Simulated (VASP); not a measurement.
Here is a VASP 6.6.1 calculation.

File INCAR:

```
SYSTEM = CdS
PREC = Accurate ; ENCUT = 520
EDIFF = 1E-7 ; ISMEAR = -1
SIGMA = 0.05 ; LREAL = .FALSE.
LASPH = .TRUE. ; NELM = 60
ALGO = Normal ; ISIF = 2
LWAVE = .FALSE. ; LCHARG = .TRUE.
GGA = PS ; LELF = .TRUE.
LVHAR = .TRUE. ; NBANDS = 16
```

KPOINTS

```
regular mesh
0
G
  7 7 5
  0 0 0
```

POSCAR

```
CdS
1.0
    4.3172440391      0.0000000000      0.0000000000
   -2.1586220196      3.7388430122      0.0000000000
    0.0000000000      0.0000000000      5.8805523956
Cd S
1 1
Direct
    0.0000000000      0.0000000000      0.4426919200
    0.6666666667      0.3333333333      0.4343080800
```

Potentials or basis: VASP PAW PBE potentials, release 64 (Cd, S).

Command:

```bash
$ cat potpaw_PBE.64/Cd/POTCAR potpaw_PBE.64/S/POTCAR > POTCAR
$ mpirun -np 1 vasp_std > vasp.out
```

Estimate the largest force.

0.023 eV/Å.

Predict the band gap on the k mesh.

1.32 eV (least direct gap 1.35 eV).

Forces in eV/Å, atoms in the order of the input:
```
Cd   0.000  0.000 -0.023
S    0.000  0.000  0.023
```

Caveat: the PAW data sets were made with another functional, which shifts forces and pressure a little; an odd mesh through Γ misses points on the zone boundary, where band edges can lie.
